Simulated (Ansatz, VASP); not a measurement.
**One calculation of Ti, two programs**

The input POSCAR:

```
Ti
1.0
    3.0078578261      0.0000000000      0.0000000000
   -1.5039289131      2.6048812885      0.0000000000
    0.0000000000      0.0000000000      4.7717880089
Ti
2
Direct
    0.6666666667      0.3333333333      0.7500000000
    0.3333333333      0.6666666667      0.2500000000
```

INCAR.step1

```
ALGO = Normal
EDIFF = 1E-4
ENCUT = 520
GGA = PE
ISMEAR = -1
LASPH = True
LCHARG = False
LREAL = False
LWAVE = True
NBANDS = 19
NELM = 80
PREC = Accurate
SIGMA = 0.05
```

The input INCAR.step2:

```
ALGO = Normal
EDIFF = 1E-7
ENCUT = 520
ISIF = 2
ISMEAR = -1
ISTART = 1
IVDW = 13
LASPH = True
LCHARG = True
LELF = True
LMIXTAU = True
LREAL = False
LVHAR = True
LWAVE = False
METAGGA = R2SCAN
NBANDS = 19
NELM = 80
PREC = Accurate
SIGMA = 0.05
VDW_A1 = 0.51559235
VDW_A2 = 5.77342911
VDW_S6 = 1.0
VDW_S8 = 0.6018749
```

Contents of KPOINTS:

```
k-points
0
Gamma
  10 10 6
```

Contents of input.yaml:

```yaml
crystal:
  lattice:
    - [3.0078578261, 0.0, 0.0]
    - [-1.5039289131, 2.6048812885, 0.0]
    - [0.0, 0.0, 4.7717880089]
  atoms:
    - { symbol: Ti, position: [0.6666666667, 0.3333333333, 0.75] }
    - { symbol: Ti, position: [0.3333333333, 0.6666666667, 0.25] }
hamiltonian:
  xc: r2scan
  pseudopotentials: { kind: paw }
  dispersion: d4
kpoints:
  mp_grid: { grid: [10, 10, 6] }
scf:
  occupations: { method: fermi_dirac, width: 0.05 }
output:
  forces: true
  stress: true
  eigenvalues: true
```

Alike in both runs: task single point; functional r2SCAN; dispersion D4; k mesh 10 × 10 × 6; occupations fermi-dirac, width 0.05 eV; no spin polarisation.

```csv
,VASP,Ansatz
version,VASP 6.6.1,Ansatz 0.2.0
potentials or method,"VASP PAW PBE potentials, release 64 (Ti_sv)",Ansatz PAW
plane-wave cutoff (eV),520,500
valence electrons in the cell,24,24
```

Ansatz gave:

| Item | Value |
| --- | --- |
| gap on the k mesh at the Fermi level (eV) | none |
| pressure (GPa) | -8.4 |
| traceless stress, the component that is largest in VASP (GPa) | -0.25 |

Which values does VASP return?

gap on the k mesh at the Fermi level (eV): none; pressure (GPa): -8.1; traceless stress, the component that is largest in VASP (GPa): -0.23.

VASP's potentials were made for PBE, not for r2SCAN. A gap of «none» marks a metal or a gap that the smearing closes.
